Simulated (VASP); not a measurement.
HfC: electric field gradients with PBEsol

HfC:

```xyz
2
Lattice="0.0000 2.3706 2.3706 2.3706 0.0000 2.3706 2.3706 2.3706 0.0000" Properties=species:S:1:pos:R:3 pbc="T T T"
Hf    2.3706    2.3706    2.3706
C     0.0000    0.0000    0.0000
```

```json
{"Program": "VASP 6.6.1", "Task": "electric field gradients", "Functional": "PBEsol", "Potentials or basis": "VASP PAW PBE potentials, release 64 (Hf_pv, C)", "Cutoff": "520 eV", "k mesh": "15 × 15 × 15", "Occupations": "fermi-dirac, width 0.05 eV", "Spin": "no spin polarisation", "Dipole correction": "no", "Further INCAR settings": "ALGO = Normal; EDIFF = 1e-08; NBANDS = 14"}
```

```json
{
 "Pressure": "-18.6 GPa",
 "Band gap on the k mesh": "zero (bands 7 and 8 overlap by 1.41 eV)",
 "Largest electric field gradient by atom": "zero within the noise of the run"
}
```

Levels at points of the mesh, in eV from the Fermi level:
| k point | band 5 | band 6 | band 7 | band 8 | band 9 | band 10 |
| --- | --- | --- | --- | --- | --- | --- |
| (0.00, 0.00, 0.00) | 1.02 | 1.02 | 1.02 | 1.35 | 1.35 | 1.35 |

It took 99 s on 1 thread of Intel Xeon 8259CL, with other jobs on the host, peak memory 0.19 GiB.

Caveat: the cell stands under tension; the PAW data sets were made with another functional, which shifts forces and pressure a little; spin-orbit coupling is left out, which moves the levels of the heavy elements.
